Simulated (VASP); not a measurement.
# CoSn (F-43m) in VASP: a series of runs, part 2 of 2

VASP 6.6.1. Earlier steps stand in the parts before.

## Step 4: Single point, PBE, collinear spin, ferromagnetic start

This run uses another cell than the first one, of 17.60 Å³/atom.

The input, INCAR:

```
SYSTEM = CoSn
  ALGO = Normal
  EDIFF = 1E-6
  ENCUT = 520
  GGA = PE
  ISIF = 2
  ISMEAR = 0
  ISPIN = 2
  LASPH = .True.
  LCHARG = .False.
  LMAXMIX = 4
  LORBIT = 11
  LREAL = .False.
  LWAVE = .False.
  MAGMOM = 3 0
  NBANDS = 22
  NELM = 150
  PREC = Accurate
  SIGMA = 0.1
```

The input, KPOINTS:

```
k-points
0
Gamma
  6 6 6
  0 0 0
```

The input, POSCAR:

```
CoSn
1.0
    0.0000000000      2.6010990695      2.6010990695
    2.6010990695      0.0000000000      2.6010990695
    2.6010990695      2.6010990695      0.0000000000
Co Sn
1 1
Direct
    0.0000000000      0.0000000000      0.0000000000
    0.7500000000      0.7500000000      0.7500000000
```

Potentials or basis: VASP PAW PBE potentials, release 64 (Co, Sn_d).

Command:

```
$ cat potpaw_PBE.64/Co/POTCAR potpaw_PBE.64/Sn_d/POTCAR > POTCAR
$ mpirun -np 1 vasp_std > vasp.out
```

OUTCAR:

```text
SYSTEM = CoSn
   EDIFF = 1E-6
   ENCUT = 520
   GGA = PE
   ISIF = 2
   ISMEAR = 0
   ISPIN = 2
   LASPH = .True.
   LORBIT = 11
   LREAL = .False.
   NELM = 150
   PREC = Accurate

 ion  position               nearest neighbor table
   1  0.000  0.000  0.000-   2 2.25   2 2.25   2 2.25   2 2.25
   2  0.750  0.750  0.750-   1 2.25   1 2.25   1 2.25   1 2.25

  LATTYP: Found a face centered cubic cell.
 ALAT       =     5.2021981390

  Lattice vectors:

 A1 = (   0.0000000000,   2.6010990695,   2.6010990695)
 A2 = (   2.6010990695,   0.0000000000,   2.6010990695)
 A3 = (   2.6010990695,   2.6010990695,   0.0000000000)

Analysis of symmetry for initial positions (statically):
=====================================================================
 Subroutine PRICEL returns:
 Original cell was already a primitive cell.

 Routine SETGRP: Setting up the symmetry group for a
 face centered cubic supercell.

 Subroutine GETGRP returns: Found 24 space group operations
 (whereof 24 operations were pure point group operations)
 out of a pool of 48 trial point group operations.

The static configuration has the point symmetry T_d .

Analysis of symmetry for dynamics (positions and initial velocities):
=====================================================================
 Subroutine PRICEL returns:
 Original cell was already a primitive cell.

 Routine SETGRP: Setting up the symmetry group for a
 face centered cubic supercell.

 Subroutine GETGRP returns: Found 24 space group operations
 (whereof 24 operations were pure point group operations)
 out of a pool of 48 trial point group operations.

The dynamic configuration has the point symmetry T_d .

Analysis of structural, dynamic, and magnetic symmetry:
=====================================================================
 Subroutine PRICEL returns:
 Original cell was already a primitive cell.

 Routine SETGRP: Setting up the symmetry group for a
 face centered cubic supercell.

 Subroutine GETGRP returns: Found 24 space group operations
 (whereof 24 operations were pure point group operations)
 out of a pool of 48 trial point group operations.

The overall configuration has the point symmetry T_d .

 Subroutine INISYM returns: Found 24 space group operations
 (whereof 24 operations are pure point group operations),
 and found     1 'primitive' translations

----------------------------------------------------------------------------------------

                                     Primitive cell

  volume of cell :      35.1966

  direct lattice vectors                    reciprocal lattice vectors
     0.000000000  2.601099070  2.601099070    -0.192226435  0.192226435  0.192226435
     2.601099070  0.000000000  2.601099070     0.192226435 -0.192226435  0.192226435
     2.601099070  2.601099070  0.000000000     0.192226435  0.192226435 -0.192226435

  length of vectors
     3.678509581  3.678509581  3.678509581     0.332945951  0.332945951  0.332945951

  position of ions in fractional coordinates (direct lattice)
     0.000000000  0.000000000  0.000000000
     0.750000000  0.750000000  0.750000000

  ion indices of the primitive-cell ions
[... 50 lines left out ...]
   total plane-waves  NPLWV =  21952
   dimension x,y,z NGX =    28 NGY =   28 NGZ =   28
   dimension x,y,z NGXF=    56 NGYF=   56 NGZF=   56
   ions per type =               1   1
   NGX,Y,Z   is equivalent  to a cutoff of  12.65, 12.65, 12.65 a.u.
   NGXF,Y,Z  is equivalent  to a cutoff of  25.31, 25.31, 25.31 a.u.
 SYSTEM =  CoSn
   PREC   = accura    normal or accurate (medium, high low for compatibility)
   ISTART =      0    job   : 0-new  1-cont  2-samecut
   ICHARG =      2    charge: 1-file 2-atom 10-const
   ISPIN  =      2    spin polarized calculation?
   LNONCOLLINEAR =      F non collinear calculations
   LSORBIT =      F    spin-orbit coupling
   LASPH  =      T    aspherical Exc in radial PAW
   ENCUT  =  520.0 eV  38.22 Ry    6.18 a.u.   6.84  6.84  6.84*2*pi/ulx,y,z
   NELM   =    150;   NELMIN=  2; NELMDL= -5     # of ELM steps
   EDIFF  = 0.1E-05   stopping-criterion for ELM
   LREAL  =      F    real-space projection
[... 7 lines left out ...]
   TEBEG  =    0.0;   TEEND  =   0.0 temperature during run
   PSTRESS=    0.0 pullay stress
   NELECT =      23.0000    total number of electrons
   NUPDOWN=      -1.0000    fix difference up-down
   EMIN   =  10.00;   EMAX   =-10.00  energy-range for DOS
   EFERMI =   0.00;   METHOD = LEGACY
   ISMEAR =     0;   SIGMA  =   0.10  broadening in eV -4-tet -1-fermi 0-gaus
   EFERMI_NEDOS =   21; number of points for ismear=-14 and -15
   IALGO  =     38    algorithm
   IMIX   =      4    mixing-type and parameters
     AMIX     =   0.40;   BMIX     =  1.00
     AMIX_MAG =   1.60;   BMIX_MAG =  1.00
  volume/ion in A,a.u.               =      17.60       118.76
  Fermi-wavevector in a.u.,A,eV,Ry     =   1.420639  2.684619 27.459504  2.018217
  Thomas-Fermi vector in A             =   2.541533
   LORBIT       =     11    0 simple, 1 ext, 2 COOP (PROOUT), +10 PAW based schemes
   GGA     = PE    functional components
   LHFCALC =     F    Hartree Fock is set to
   AEXX    =    0.0000 exact exchange contribution
   IVDW    =     0    specifies the selected vdW correction
   LEPSILON=     F    determine dielectric tensor
   LRPA    =     F    only Hartree local field effects (RPA)
 spin polarized calculation
 Gauss-broadening in eV      SIGMA  =   0.10
  energy-cutoff  :      520.00
  volume of cell :       35.20
 maximum number of plane-waves:       960
   NGX = 13   NGY = 13   NGZ = 13

 number of electron      23.0000009 magnetization       0.7086963

 number of electron      23.0000008 magnetization      -0.0016014

 Free energy of the ion-electron system (eV)
  ---------------------------------------------------
  ext. energy  EPLUGINS =         0.00000000
  ---------------------------------------------------
  free energy    TOTEN  =        -8.32378884 eV

  energy without entropy =       -8.31498580  energy(sigma->0) =       -8.31938732

 E-fermi :   8.8942     XC(G=0): -11.3985

 val. band max:        8.8774647866   @ k =  -0.3333   0.1667   0.0000
 cond. band min:       8.9437842955   @ k =  -0.3333   0.3333   0.0000
 fundamental gap:      0.0663195089
 Fermi energy:         8.8941678892

 spin component 1

 k-point     1 :       0.0000    0.0000    0.0000
  band No.  band energies     occupation
      1     -12.0150      1.00000
      2     -12.0150      1.00000
      3     -12.0150      1.00000
      4     -11.9114      1.00000
      5     -11.9114      1.00000
      6      -1.6812      1.00000
[... 389 lines left out ...]
     21      29.1698      0.00000
     22      29.4839      0.00000
 Fermi energy:         8.8941678892

 spin component 2

 k-point     1 :       0.0000    0.0000    0.0000
  band No.  band energies     occupation
      1     -12.0149      1.00000
      2     -12.0149      1.00000
      3     -12.0149      1.00000
      4     -11.9114      1.00000
      5     -11.9114      1.00000
      6      -1.6813      1.00000
[... 389 lines left out ...]
     21      29.1698      0.00000
     22      29.4836      0.00000

------------------------ aborting loop because EDIFF is reached ----------------------------------------

  FORCE on cell =-STRESS in cart. coord.  units (eV):
  Direction    XX          YY          ZZ          XY          YZ          ZX
  --------------------------------------------------------------------------------------
  -------------------------------------------------------------------------------------
  Total        8.4978926      8.4978926      8.4978926      0.0000000      0.0000000      0.0000000
  in kB      386.8308848    386.8308848    386.8308848      0.0000000      0.0000000      0.0000000
  external PRESSURE =     386.8308848 kB  Pullay stress =       0.0000000 kB

 VOLUME and BASIS-vectors are now :
 -----------------------------------------------------------------------------
  energy-cutoff  :      520.00
  volume of cell :       35.20
      direct lattice vectors                 reciprocal lattice vectors
     0.000000000  2.601099070  2.601099070    -0.192226435  0.192226435  0.192226435
     2.601099070  0.000000000  2.601099070     0.192226435 -0.192226435  0.192226435
     2.601099070  2.601099070  0.000000000     0.192226435  0.192226435 -0.192226435

 POSITION                                       TOTAL-FORCE (eV/Angst)
 -----------------------------------------------------------------------------------
      0.00000      0.00000      0.00000        -0.000000     -0.000000     -0.000000
      3.90165      3.90165      3.90165         0.000000      0.000000      0.000000
 -----------------------------------------------------------------------------------
    total drift:                               -0.000002     -0.000002     -0.000002

  FREE ENERGIE OF THE ION-ELECTRON SYSTEM (eV)
  ---------------------------------------------------
  free  energy   TOTEN  =        -8.3237888440 eV

  energy  without entropy=       -8.3149857964  energy(sigma->0) =       -8.31938732

 total charge

# of ion       s       p       d       tot
------------------------------------------
    1        0.553   0.410   7.748   8.711
    2        1.245   1.435  10.114  12.794
--------------------------------------------------
tot          1.798   1.845  17.862  21.505

 magnetization (x)

# of ion       s       p       d       tot
------------------------------------------
    1       -0.000  -0.000  -0.001  -0.001
    2        0.000   0.000  -0.000   0.000
--------------------------------------------------
tot         -0.000   0.000  -0.001  -0.001
```

OSZICAR:

```text
N       E                     dE             d eps       ncg     rms          rms(c)
DAV:   1     0.171983306694E+03    0.17198E+03   -0.10865E+04  1474   0.162E+03
DAV:   2     0.827012406816E+01   -0.16371E+03   -0.15652E+03  1438   0.356E+02
DAV:   3    -0.750492142192E+01   -0.15775E+02   -0.15642E+02  1612   0.100E+02
DAV:   4    -0.793459898343E+01   -0.42968E+00   -0.42938E+00  1618   0.172E+01
DAV:   5    -0.795199807905E+01   -0.17399E-01   -0.17398E-01  1956   0.321E+00    0.108E+01
DAV:   6    -0.101646005701E+02   -0.22126E+01   -0.12693E+01  1670   0.356E+01    0.128E+01
DAV:   7    -0.826067225817E+01    0.19039E+01   -0.61410E+00  1618   0.292E+01    0.335E+00
DAV:   8    -0.833107130954E+01   -0.70399E-01   -0.38902E-01  1820   0.466E+00    0.159E+00
DAV:   9    -0.832379436749E+01    0.72769E-02   -0.66289E-02  1746   0.223E+00    0.730E-01
DAV:  10    -0.832349861519E+01    0.29575E-03   -0.57481E-03  2102   0.669E-01    0.204E-01
DAV:  11    -0.832369274065E+01   -0.19413E-03   -0.16411E-03  1980   0.332E-01    0.942E-02
DAV:  12    -0.832377816529E+01   -0.85425E-04   -0.51127E-04  2008   0.161E-01    0.149E-02
DAV:  13    -0.832378614499E+01   -0.79797E-05   -0.36226E-05  2086   0.469E-02    0.222E-02
DAV:  14    -0.832378855895E+01   -0.24140E-05   -0.19764E-05  1760   0.365E-02    0.519E-03
DAV:  15    -0.832378884396E+01   -0.28501E-06   -0.89904E-07  1074   0.651E-03
   1 F= -.83237888E+01 E0= -.83193873E+01  d E =-.880305E-02  mag=    -0.0005
```

Run time: 14 s. Hardware: 1 thread of Intel Xeon 6975P-C (Granite Rapids), shared host; peak memory 0.18 GiB.

Results:

```yaml
Free_energy: -8.3238 eV
Pressure: 38.7 GPa
Net_moment: 0.00 μB per cell
Valence_electrons_inside_the_program's_atomic_spheres: Co 8.71; Sn 12.79
```

Caveat: the cell stands under pressure; the moments typed at the start vanished in this run; spin-orbit coupling is left out, which moves the levels of the heavy elements.
